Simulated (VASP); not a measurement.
WC:

```
CELL_PARAMETERS angstrom
1.64035 -2.11804 0.00000
1.64035 2.11804 0.00000
0.00000 0.00000 4.30942
ATOMIC_POSITIONS crystal
W 0.50000 0.50000 0.50000
C 0.00000 0.00000 0.00000
```

| Item | Value |
| --- | --- |
| Program | VASP 6.6.1 |
| Task | relaxation of cell and atoms |
| Functional | RPBE |
| Dispersion | D3(BJ) |
| Potentials or basis | VASP PAW PBE potentials, release 64 (W_sv, C) |
| Cutoff | 600 eV |
| k mesh | 10 × 10 × 6 |
| Occupations | fermi-dirac, width 0.05 eV |
| Spin | no spin polarisation |

At the start: pressure -49.8 GPa; volume 14.97 Å³/atom.

Where does the relaxation end?

Over 22 steps the energy falls by 2466.2 meV/atom and the volume is 10.09 Å³/atom (-32.6 %); space group Cmmm (No. 65, to 0.05 Å).

Step by step:
| step | energy change (eV) | largest force (eV/Å) | pressure (GPa) | volume (Å³) |
| --- | --- | --- | --- | --- |
| 1 | 0.0000 | 0.0000 | -49.79 | 29.94 |
| 2 | 0.6734 | 0.0000 | 344.41 | 13.61 |
| 3 | -1.7096 | 0.0000 | -38.29 | 24.56 |
| 4 | -2.7266 | 0.0000 | -16.75 | 21.58 |
| 5 | -3.0755 | 0.0000 | 69.95 | 17.54 |
| 6 | -3.1781 | 0.0000 | 21.06 | 19.24 |
| 7 | 0.8981 | 0.0000 | 308.74 | 14.89 |
| 8 | -4.1592 | 0.0000 | 48.29 | 18.12 |
| 9 | -4.2426 | 0.0000 | 59.43 | 17.83 |
| 10 | -4.2492 | 0.0000 | 72.38 | 17.54 |
| 11 | -4.0728 | 0.0000 | -33.62 | 23.45 |
| 12 | -4.9137 | 0.0000 | 4.77 | 20.06 |
| 13 | -4.9157 | 0.0000 | 6.98 | 19.94 |
| 14 | -4.9158 | 0.0000 | 7.89 | 19.89 |
| 15 | -4.9110 | 0.0000 | -6.23 | 20.37 |
| 16 | -4.9321 | 0.0000 | 0.90 | 20.12 |
| 17 | -4.9321 | 0.0000 | 1.05 | 20.11 |
| 18 | -4.9323 | 0.0000 | -0.37 | 20.20 |
| 19 | -4.9324 | 0.0000 | 0.00 | 20.17 |
| 20 | -4.9324 | 0.0000 | 0.06 | 20.18 |
| 21 | -4.9324 | 0.0000 | 0.08 | 20.19 |
| 22 | -4.9325 | 0.0000 | 0.03 | 20.19 |

Final structure:
```
CELL_PARAMETERS angstrom
1.49088 -2.32660 0.00000
1.49088 2.32660 0.00000
0.00000 0.00000 2.90998
ATOMIC_POSITIONS crystal
W 0.50000 0.50000 0.50000
C 0.00000 0.00000 0.00000
```

Caveat: the volume moved by over 15 % at a fixed basis, so the end points are rough; the PAW data sets were made with another functional, which shifts forces and pressure a little; pairwise dispersion overbinds metals, which lowers pressure and volume.
